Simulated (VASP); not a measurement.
Write the native input for VASP 6.6.1 that does the following.

- Task: single point
- Functional: r2SCAN
- Potentials or basis: VASP PAW PBE potentials, release 64 (Rh_sv_GW)
- Cutoff: 580 eV
- k mesh: 11 × 11 × 6
- Occupations: fermi-dirac, width 0.05 eV
- Spin: no spin polarisation
- Dipole correction: no
- Second run: valence_matched
- Further INCAR settings: ALGO = Normal; EDIFF = 1e-06; NBANDS = 24

The system is Rh.

```
Rh
1.0
     2.69407    0.00000    0.00000
    -1.34703    2.33313    0.00000
     0.00000    0.00000    4.36864
Rh
2
Direct
  0.33333 0.66667 0.25000
  0.66667 0.33333 0.75000
```

One way to write it, as run:

POSCAR

```
Rh
1.0
    2.6940693954      0.0000000000      0.0000000000
   -1.3470346977      2.3331325361      0.0000000000
    0.0000000000      0.0000000000      4.3686372171
Rh
2
Direct
    0.3333333333      0.6666666667      0.2500000000
    0.6666666667      0.3333333333      0.7500000000
```

INCAR.step1

```
SYSTEM = Rh
PREC = Accurate
ENCUT = 580
ISMEAR = -1
SIGMA = 0.05
LREAL = .FALSE.
LASPH = .TRUE.
NELM = 120
NBANDS = 24
GGA = PE
ALGO = Normal
EDIFF = 1E-5
LWAVE = .TRUE.
LCHARG = .FALSE.
GGA_COMPAT = .FALSE.
```

INCAR.step2

```
SYSTEM = Rh
PREC = Accurate
ENCUT = 580
EDIFF = 1E-6
ISMEAR = -1
SIGMA = 0.05
LREAL = .FALSE.
LASPH = .TRUE.
NELM = 120
ALGO = Normal
ISIF = 2
LWAVE = .FALSE.
LCHARG = .FALSE.
METAGGA = R2SCAN
LMIXTAU = .TRUE.
NBANDS = 24
ISTART = 1
GGA_COMPAT = .FALSE.
```

KPOINTS

```
regular mesh
0
G
  11 11 6
  0 0 0
```

Potentials or basis: VASP PAW PBE potentials, release 64 (Rh_sv_GW).

The run is started by

```console
$ cat potpaw_PBE.64/Rh_sv_GW/POTCAR > POTCAR
$ cp INCAR.step1 INCAR
$ mpirun -np 1 vasp_std > vasp.out
$ cp INCAR.step2 INCAR
$ mpirun -np 1 vasp_std > vasp.out
```

It gave:

The pressure is -0.9 GPa and the band gap on the k mesh is zero (band 17 reaches 11.44 eV, above the bottom of band 18 at 9.00 eV).

Caveat: the PAW data sets were made with another functional, which shifts forces and pressure a little.

Run time: 85 s on 1 thread of Intel(R) Xeon(R) 6975P-C (Granite Rapids), on a shared host, peak memory 0.2 GiB.
